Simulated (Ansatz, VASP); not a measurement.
## Pt3Pb: VASP beside Ansatz

```
Pt Pb
1.0
     4.05800    0.02029    0.02029
     0.02029    4.05800    0.02029
     0.02029    0.02029    4.05800
Pt Pb
3 1
Cartesian
  0.0203 2.0391 2.0391
  2.0391 0.0203 2.0391
  2.0391 2.0391 0.0203
  0.0000 0.0000 0.0000
```

Change from the starting cell: equal xy, yz and zx shear strains of +1 %.

Alike in both runs: task single point; functional LDA; k mesh 9 × 9 × 9; occupations fermi-dirac, width 0.03 eV; no spin polarisation.

|  | VASP | Ansatz |
| --- | --- | --- |
| version | VASP 6.6.1 | Ansatz 0.2.0 |
| potentials or method | VASP PAW LDA potentials, release 64 (Pt, Pb_d), cutoff 520 eV | all-electron LAPW, scalar-relativistic |

|  | VASP | Ansatz | Ansatz less VASP |
| --- | --- | --- | --- |
| pressure (GPa) | -2.2 | -2.8 | -0.61 |
| traceless stress, the component that is largest in VASP (GPa) | -0.62 | -0.59 | +0.026 |

LDA's correlation is that of Perdew and Zunger in VASP and of Perdew and Wang (1992) in Ansatz. Ansatz ran all-electron here, and VASP with PAW potentials.

Spin-orbit coupling is off throughout.
